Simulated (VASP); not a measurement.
A run of VASP 6.6.1 is set up as follows.

Contents of INCAR:

```
PREC = Accurate
ENCUT = 520
EDIFF = 1E-7
ISMEAR = -1
SIGMA = 0.05
LREAL = False
LASPH = True
NELM = 150
ALGO = Fast
ISIF = 2
LWAVE = False
LCHARG = True
ISPIN = 2
MAGMOM = 7
LORBIT = 11
LMAXMIX = 6
GGA = PE
LELF = True
LVHAR = True
NBANDS = 18
```

File KPOINTS:

```
Automatic mesh
0
Gamma
  8 8 8
```

POSCAR

```
Eu
1.0
    0.0000000000      2.8077754330      2.8077754330
    2.8077754330      0.0000000000      2.8077754330
    2.8077754330      2.8077754330      0.0000000000
Eu
1
Direct
    0.0000000000      0.0000000000      0.0000000000
```

Potentials or basis: VASP PAW PBE potentials, release 64 (Eu).

Command:

```console
$ cat potpaw_PBE.64/Eu/POTCAR > POTCAR
$ mpirun -np 1 vasp_std > vasp.out
```

Question: Estimate the site moments.

Answer: Eu +6.74 μB.

Question: What does it give for the net moment?

Answer: 7.53 μB per cell.

Question: Estimate the pressure.

Answer: -1.1 GPa.

 The state reached can hang on the start; a lower one may exist.
